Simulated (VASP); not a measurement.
# Ni3RuN3 (P-62m) in VASP: relaxation of cell and atoms with PBE

Aim: the relaxation of cell and atoms of Ni3RuN3 with PBE.

Program: VASP 6.6.1. These are calculated values, not measurements. Logs are shortened: lines on timing, memory, paths and dates and some standing lists are left out, and cuts for length are marked.

## Step 1: The cell of the first run

Symmetry: P-62m, No. 189, hexagonal system. The conventional cell has a = 4.853 Å, b = 4.853 Å, c = 3.926 Å, α = 90.00°, β = 90.00°, γ = 120.00°. Ni (site symmetry m2m) has 2 N at 1.40 Å within 1.9 Å. Within 2.6 Å of Ru (site symmetry -62m) lie 2 N at 1.96 Å and 6 Ni at 2.33 to 2.52 Å. N (site symmetry -6) has 3 Ni at 1.40 Å within 1.9 Å. N (site symmetry -62m) has 2 Ru at 1.96 Å within 2.6 Å.

The cell was generated, and may not be a known phase.

## Step 2: Relaxation of cell and atoms, PBE, collinear spin, ferromagnetic start

INCAR reads:

```
PREC = Accurate ; ENCUT = 600
EDIFF = 1E-6 ; ISMEAR = 0
SIGMA = 0.15 ; LREAL = F
LASPH = T ; NELM = 150
ALGO = Normal ; ISIF = 3
LWAVE = F ; LCHARG = F
ISPIN = 2 ; MAGMOM = 2 2 2 1 0 0 0
LORBIT = 11 ; LMAXMIX = 4
GGA = PE ; IBRION = 2
NSW = 36 ; EDIFFG = -0.08
```

KPOINTS reads:

```
Automatic mesh
0
Gamma
  3 3 3
```

POSCAR reads:

```
Ni3RuN3
1.0
    4.8525169900      0.0000000000      0.0000000000
   -2.4262584900      4.2024029800      0.0000000000
    0.0000000000      0.0000000000      3.9264720000
Ni Ru N
3 1 3
Direct
    0.4810570900      0.0000000000      0.5000000000
    0.0000000000      0.4810570900      0.5000000000
    0.5189429100      0.5189429100      0.5000000000
    0.0000000000      0.0000000000      0.5000000000
    0.3333333300      0.6666666700      0.5000000000
    0.6666666700      0.3333333300      0.5000000000
    0.0000000000      0.0000000000      0.0000000000
```

Potentials or basis: VASP PAW PBE potentials, release 64 (Ni, Ru_pv, N).

On the command line:

```
> cat potpaw_PBE.64/Ni/POTCAR potpaw_PBE.64/Ru_pv/POTCAR potpaw_PBE.64/N/POTCAR > POTCAR
> mpirun -np 1 vasp_std > vasp.out
```

OUTCAR:

```text
PREC = Accurate
   ENCUT = 600
   EDIFF = 1E-6
   ISMEAR = 0
   LREAL = F
   LASPH = T
   NELM = 150
   ISIF = 3
   ISPIN = 2
   LORBIT = 11
   GGA = PE
   IBRION = 2
   NSW = 36
   EDIFFG = -0.08

 ion  position               nearest neighbor table
   1  0.481  0.000  0.500-   5 1.40   6 1.40   4 2.33   3 2.43   3 2.43   2 2.43   2 2.43   4 2.52

   2  0.000  0.481  0.500-   6 1.40   5 1.40   4 2.33   1 2.43   1 2.43   3 2.43   3 2.43   4 2.52

   3  0.519  0.519  0.500-   6 1.40   5 1.40   4 2.33   1 2.43   1 2.43   2 2.43   2 2.43   4 2.52

   4  0.000  0.000  0.500-   7 1.96   7 1.96   2 2.33   3 2.33   1 2.33   2 2.52   3 2.52   1 2.52

   5  0.333  0.667  0.500-   1 1.40   2 1.40   3 1.40
   6  0.667  0.333  0.500-   2 1.40   1 1.40   3 1.40
   7  0.000  0.000  0.000-   4 1.96   4 1.96

  LATTYP: Found a hexagonal cell.
 ALAT       =     4.8525169900
 C/A-ratio  =     0.8091619273

  Lattice vectors:

 A1 = (   4.8525169900,   0.0000000000,   0.0000000000)
 A2 = (  -2.4262584900,   4.2024029800,   0.0000000000)
 A3 = (   0.0000000000,   0.0000000000,   3.9264720000)

Analysis of symmetry for initial positions (statically):
=====================================================================
 Subroutine PRICEL returns:
 Original cell was already a primitive cell.

 Routine SETGRP: Setting up the symmetry group for a
 hexagonal supercell.

 Subroutine GETGRP returns: Found 12 space group operations
 (whereof 12 operations were pure point group operations)
 out of a pool of 24 trial point group operations.

The static configuration has the point symmetry D_3h.

Analysis of symmetry for dynamics (positions and initial velocities):
=====================================================================
 Subroutine PRICEL returns:
 Original cell was already a primitive cell.

 Routine SETGRP: Setting up the symmetry group for a
 hexagonal supercell.

 Subroutine GETGRP returns: Found 12 space group operations
 (whereof 12 operations were pure point group operations)
 out of a pool of 24 trial point group operations.

The dynamic configuration has the point symmetry D_3h.

Analysis of structural, dynamic, and magnetic symmetry:
=====================================================================
 Subroutine PRICEL returns:
 Original cell was already a primitive cell.

 Routine SETGRP: Setting up the symmetry group for a
 hexagonal supercell.

 Subroutine GETGRP returns: Found 12 space group operations
 (whereof 12 operations were pure point group operations)
 out of a pool of 24 trial point group operations.

The overall configuration has the point symmetry D_3h.

 Subroutine INISYM returns: Found 12 space group operations
 (whereof 12 operations are pure point group operations),
 and found     1 'primitive' translations

----------------------------------------------------------------------------------------

                                     Primitive cell

  volume of cell :      80.0695

  direct lattice vectors                    reciprocal lattice vectors
     4.852516990  0.000000000  0.000000000     0.206078619  0.118979546  0.000000000
    -2.426258490  4.202402980  0.000000000     0.000000000  0.237959093  0.000000000
     0.000000000  0.000000000  3.926472000     0.000000000  0.000000000  0.254681556

  length of vectors
     4.852516990  4.852516983  3.926472000     0.237959092  0.237959093  0.254681556

  position of ions in fractional coordinates (direct lattice)
     0.481057090  0.000000000  0.500000000
     1.000000000  0.481057090  0.500000000
     0.518942910  0.518942910  0.500000000
     0.000000000  0.000000000  0.500000000
     0.333333330  0.666666670  0.500000000
     0.666666670  0.333333330  0.500000000
     0.000000000  0.000000000  0.000000000

  ion indices of the primitive-cell ions
   primitive index   ion index
                 1           1
                 2           2
                 3           3
                 4           4
                 5           5
                 6           6
                 7           7

----------------------------------------------------------------------------------------

 KPOINTS: Automatic mesh

Automatic generation of k-mesh.
 Grid dimensions read from file:
 generate k-points for:    3    3    3

 Generating k-lattice:

  Cartesian coordinates                     Fractional coordinates (reciprocal lattice)
     0.068692873  0.039659849  0.000000000     0.333333333 -0.000000000  0.000000000
     0.000000000  0.079319698  0.000000000     0.000000000  0.333333333  0.000000000
     0.000000000  0.000000000  0.084893852     0.000000000  0.000000000  0.333333333

  Length of vectors
     0.079319697  0.079319698  0.084893852

  Shift w.r.t. Gamma in fractional coordinates (k-lattice)
     0.000000000  0.000000000  0.000000000

 Subroutine IBZKPT returns following result:
 ===========================================

 Found      6 irreducible k-points:

 Following reciprocal coordinates:
            Coordinates               Weight
  0.000000  0.000000  0.000000      1.000000
  0.333333  0.000000  0.000000      6.000000
  0.333333  0.333333  0.000000      2.000000
  0.000000  0.000000  0.333333      2.000000
  0.333333  0.000000  0.333333     12.000000
  0.333333  0.333333  0.333333      4.000000
   k-points           NKPTS =      6   k-points in BZ     NKDIM =      6   number of bands    NBANDS=     39
   number of dos      NEDOS =    301   number of ions     NIONS =      7
   total plane-waves  NPLWV =  51200
   dimension x,y,z NGX =    40 NGY =   40 NGZ =   32
   dimension x,y,z NGXF=    80 NGYF=   80 NGZF=   64
   ions per type =               3   1   3
   NGX,Y,Z   is equivalent  to a cutoff of  13.70, 13.70, 13.55 a.u.
   NGXF,Y,Z  is equivalent  to a cutoff of  27.41, 27.41, 27.10 a.u.
 SYSTEM =  unknown system
   PREC   = accura    normal or accurate (medium, high low for compatibility)
   ISTART =      0    job   : 0-new  1-cont  2-samecut
   ICHARG =      2    charge: 1-file 2-atom 10-const
   ISPIN  =      2    spin polarized calculation?
   LNONCOLLINEAR =      F non collinear calculations
   LSORBIT =      F    spin-orbit coupling
   LASPH  =      T    aspherical Exc in radial PAW
   ENCUT  =  600.0 eV  44.10 Ry    6.64 a.u.   9.69  9.69  7.84*2*pi/ulx,y,z
   NELM   =    150;   NELMIN=  2; NELMDL= -5     # of ELM steps
   EDIFF  = 0.1E-05   stopping-criterion for ELM
   LREAL  =      F    real-space projection
   EDIFFG = -.8E-01   stopping-criterion for IOM
   NSW    =     36    number of steps for IOM
   IBRION =      2    ionic relax: 0-MD 1-quasi-New 2-CG
   NFREE  =      1    steps in history (QN), initial steepest desc. (CG)
   ISIF   =      3    stress and relaxation
   ISYM   =      2    0-nonsym 1-usesym 2-fastsym
   POTIM  = 0.5000    time-step for ionic-motion
   TEBEG  =    0.0;   TEEND  =   0.0 temperature during run
   PSTRESS=    0.0 pullay stress
   NELECT =      59.0000    total number of electrons
   NUPDOWN=      -1.0000    fix difference up-down
   EMIN   =  10.00;   EMAX   =-10.00  energy-range for DOS
   EFERMI =   0.00;   METHOD = LEGACY
   ISMEAR =     0;   SIGMA  =   0.15  broadening in eV -4-tet -1-fermi 0-gaus
   EFERMI_NEDOS =   21; number of points for ismear=-14 and -15
   IALGO  =     38    algorithm
   IMIX   =      4    mixing-type and parameters
     AMIX     =   0.40;   BMIX     =  1.00
     AMIX_MAG =   1.60;   BMIX_MAG =  1.00
  volume/ion in A,a.u.               =      11.44        77.19
  Fermi-wavevector in a.u.,A,eV,Ry     =   1.478665  2.794271 29.748454  2.186450
  Thomas-Fermi vector in A             =   2.592918
   LORBIT       =     11    0 simple, 1 ext, 2 COOP (PROOUT), +10 PAW based schemes
   GGA     = PE    functional components
   LHFCALC =     F    Hartree Fock is set to
   AEXX    =    0.0000 exact exchange contribution
   IVDW    =     0    specifies the selected vdW correction
   LEPSILON=     F    determine dielectric tensor
   LRPA    =     F    only Hartree local field effects (RPA)
 conjugate gradient relaxation of ions
 spin polarized calculation
 Gauss-broadening in eV      SIGMA  =   0.15
  energy-cutoff  :      600.00
  volume of cell :       80.07
 maximum number of plane-waves:      2691
 NGX is ok and might be reduce to    40
   NGX = 19   NGY = 19   NGZ = 15

--------------------------------------- Ionic step        1  -------------------------------------------

 number of electron      59.0000002 magnetization       0.0009487

 number of electron      59.0000002 magnetization      -0.0006005

 Free energy of the ion-electron system (eV)
  ---------------------------------------------------
  ext. energy  EPLUGINS =         0.00000000
  ---------------------------------------------------
  free energy    TOTEN  =       -28.36428863 eV

  energy without entropy =      -28.35640959  energy(sigma->0) =      -28.36034911

------------------------ aborting loop because EDIFF is reached ----------------------------------------

  FORCE on cell =-STRESS in cart. coord.  units (eV):
  Direction    XX          YY          ZZ          XY          YZ          ZX
  --------------------------------------------------------------------------------------
  -------------------------------------------------------------------------------------
  Total      107.0042333    107.0042330    -10.5960106      0.0000001     -0.0000000      0.0000000
  in kB     2141.1361143   2141.1361086   -212.0243308      0.0000025     -0.0000000      0.0000000
  external PRESSURE =    1356.7492974 kB  Pullay stress =       0.0000000 kB
[... 1659 lines left out ...]
     38       9.3438      0.00000
     39      10.4240      0.00000

[... ionic steps 4 to 16 ...]

--------------------------------------- Ionic step       17  -------------------------------------------

 number of electron      59.0000016 magnetization       0.0000002

 number of electron      59.0000016 magnetization      -0.0000001
[... 83 lines left out ...]
 number of electron      58.9999990 magnetization       0.0000032

 number of electron      58.9999990 magnetization      -0.0000006

 Free energy of the ion-electron system (eV)
  ---------------------------------------------------
  ext. energy  EPLUGINS =         0.00000000
  ---------------------------------------------------
  free energy    TOTEN  =       -45.76275975 eV

  energy without entropy =      -45.71198152  energy(sigma->0) =      -45.73737063

 E-fermi :   3.9386     XC(G=0): -10.1022

 val. band max:        3.8532152849   @ k =   0.3333   0.3333   0.3333
 cond. band min:       3.9855820389   @ k =   0.3333   0.3333   0.3333
 fundamental gap:      0.1323667540
 Fermi energy:         3.9385714567
[... 541 lines left out ...]
  FREE ENERGIE OF THE ION-ELECTRON SYSTEM (eV)
  ---------------------------------------------------
  free  energy   TOTEN  =       -45.7627597454 eV

  energy  without entropy=      -45.7119815203  energy(sigma->0) =      -45.73737063

 reached required accuracy - stopping structural energy minimisation

 total charge

# of ion       s       p       d       tot
------------------------------------------
    1        0.512   0.612   8.389   9.513
    2        0.512   0.612   8.389   9.513
    3        0.512   0.612   8.389   9.513
    4        0.393   6.360   5.998  12.751
    5        1.284   2.415   0.000   3.699
    6        1.284   2.415   0.000   3.699
    7        1.308   2.335   0.000   3.643
--------------------------------------------------
tot          5.805  15.362  31.164  52.332

 magnetization (x)

# of ion       s       p       d       tot
------------------------------------------
    1       -0.000  -0.000  -0.000  -0.000
    2       -0.000  -0.000  -0.000  -0.000
    3       -0.000  -0.000  -0.000  -0.000
    4       -0.000   0.000  -0.000  -0.000
    5       -0.000  -0.000   0.000  -0.000
    6       -0.000  -0.000   0.000  -0.000
    7       -0.000  -0.000   0.000  -0.000
--------------------------------------------------
tot         -0.000  -0.000  -0.000  -0.000
```

Run time: 21 min. Hardware: 1 thread of Intel Xeon Platinum 8259CL at 2.50GHz (Skylake/Cascade Lake), shared host; peak memory 0.29 GiB.

What came out:

| Quantity | Value |
| --- | --- |
| Free energy | -45.7628 eV |
| Relaxed volume | 15.10 Å³/atom |
| Relaxed cell | a = 5.780 Å, b = 5.780 Å, c = 3.653 Å, α = 90.00°, β = 90.00°, γ = 120.00° |
| Space group after relaxing (to 0.1 Å) | P-62m (No. 189) |
| Pressure after relaxing | -0.1 GPa |
| Largest force after relaxing | 0.048 eV/Å |
| Net moment | 0.00 μB per cell |
| Valence electrons inside the program's atomic spheres | Ni 9.51; Ru 12.75; N 3.70, 3.64 (each value once) |

Forces on the atoms (eV/Å):
```
Ni  -0.048  0.000  0.000
Ni   0.024 -0.042  0.000
Ni   0.024  0.042  0.000
Ru   0.000  0.000  0.000
N    0.000  0.000  0.000
N    0.000  0.000  0.000
N    0.000  0.000  0.000
```

Final structure:
```
CELL_PARAMETERS angstrom
5.78020 0.00000 0.00000
-2.89010 5.00580 0.00000
0.00000 0.00000 3.65326
ATOMIC_POSITIONS crystal
Ni 0.42477 0.00000 0.50000
Ni 0.00000 0.42477 0.50000
Ni 0.57523 0.57523 0.50000
Ru 0.00000 0.00000 0.50000
N 0.33333 0.66667 0.50000
N 0.66667 0.33333 0.50000
N 0.00000 0.00000 0.00000
```

Levels at points of the mesh, in eV from the Fermi level:
Spin up:
| k point | band 25 | band 26 | band 27 | band 28 | band 29 | band 30 | band 31 | band 32 | band 33 | band 34 |
| --- | --- | --- | --- | --- | --- | --- | --- | --- | --- | --- |
| (0.00, 0.00, 0.00) | -1.50 | -1.50 | -0.80 | -0.80 | -0.69 | -0.69 | -0.59 | 0.46 | 0.90 | 0.90 |
Spin down:
| k point | band 26 | band 27 | band 28 | band 29 | band 30 | band 31 | band 32 | band 33 |
| --- | --- | --- | --- | --- | --- | --- | --- | --- |
| (0.00, 0.00, 0.00) | -1.50 | -0.80 | -0.80 | -0.69 | -0.69 | -0.59 | 0.46 | 0.90 |

Caveat: the k points lie up to 0.57 Å⁻¹ apart in the final cell; the volume moved by over 15 % at a fixed basis, so the end points are rough; the moments typed at the start vanished in this run; the relaxation stopped at a loose force limit of 0.08 eV/Å, so its end isn't a converged minimum. With open d or f shells a metallic result of PBE can be an artefact of self-interaction; +U or a hybrid may open a gap.
